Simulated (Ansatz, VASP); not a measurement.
## Two plane-wave programs on Ru

```
CELL_PARAMETERS angstrom
1.33763 -2.31684 0.00000
1.33763 2.31684 0.00000
0.00000 0.00000 4.22441
ATOMIC_POSITIONS crystal
Ru 0.66667 0.33333 0.25000
Ru 0.33333 0.66667 0.75000
```

Alike in both runs: task single point; functional LDA; k mesh 14 × 14 × 8; occupations fermi-dirac, width 0.1 eV; no spin polarisation.

|  | VASP | Ansatz |
| --- | --- | --- |
| version | VASP 6.6.1 | Ansatz 0.2.0 |
| potentials or method | VASP PAW LDA potentials, release 64 (Ru_pv) | PAW with Ansatz's default frozen-core files, scalar-relativistic |
| plane-wave cutoff (eV) | 520 | 420 |
| valence electrons in the cell | 28 | 32 |

VASP gave:

| Quantity | Value |
| --- | --- |
| pressure (GPa) | 1.1 |
| traceless stress, the component that is largest in VASP (GPa) | -0.11 |

Task: What did Ansatz give for the same quantities?

Result: Pressure (GPa): 0.1; traceless stress, the component that is largest in VASP (GPa): -0.19.

LDA's correlation is that of Perdew and Zunger in VASP and of Perdew and Wang (1992) in Ansatz. VASP's potentials hold 28 valence electrons a cell and Ansatz's 32, so a difference there can come from the potentials and not from the codes.
